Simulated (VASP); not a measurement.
Wanted: the native input for a VASP 6.6.1 run.

```yaml
Task: single point
Functional: PBE
Potentials_or_basis: VASP PAW PBE potentials, release 64 (In_d, P)
Cutoff: 520 eV
k_mesh: 20 × 20 × 20
Occupations: gaussian, width 0.15 eV
Spin: no spin polarisation
Dipole_correction: no
Further_INCAR_settings: ALGO = Normal; EDIFF = 1e-06; NBANDS = 16
```

The structure of InP lies in POSCAR:

```
InP
1.0
    0.0000000000      2.7074625920      3.0545592963
    2.7074625920      0.0000000000      3.0545592963
    2.7074625920      2.7074625920      0.0000000000
In P
1 1
Direct
    0.0000000000      0.0000000000      0.0000000000
    0.5000000000      0.5000000000      0.5000000000
```

One way to write it, as run:

INCAR

```
SYSTEM = InP
PREC = Accurate
ENCUT = 520
EDIFF = 1E-6
ISMEAR = 0
SIGMA = 0.15
LREAL = .FALSE.
LASPH = .TRUE.
NELM = 60
ALGO = Normal
ISIF = 2
LWAVE = .FALSE.
LCHARG = .FALSE.
GGA = PE
NBANDS = 16
```

KPOINTS

```
Automatic mesh
0
G
  20 20 20
  0 0 0
```

Potentials or basis: VASP PAW PBE potentials, release 64 (In_d, P).

The run is started by

```sh
$ cat potpaw_PBE.64/In_d/POTCAR potpaw_PBE.64/P/POTCAR > POTCAR
$ mpirun -np 1 vasp_std > vasp.out
```

Results of the run:

```yaml
Pressure: -1.7 GPa
Band_gap_on_the_k_mesh: zero (bands 9 and 10 overlap by 2.22 eV)
```

Caveat: the stress differs along the axes, from -7 to 1 GPa; spin-orbit coupling is left out, which moves the levels of the heavy elements.

It took 3.1 min on 1 thread of AMD EPYC 9R45 96-Core Processor (Zen 5), with other jobs on the host, peak memory 0.5 GiB.
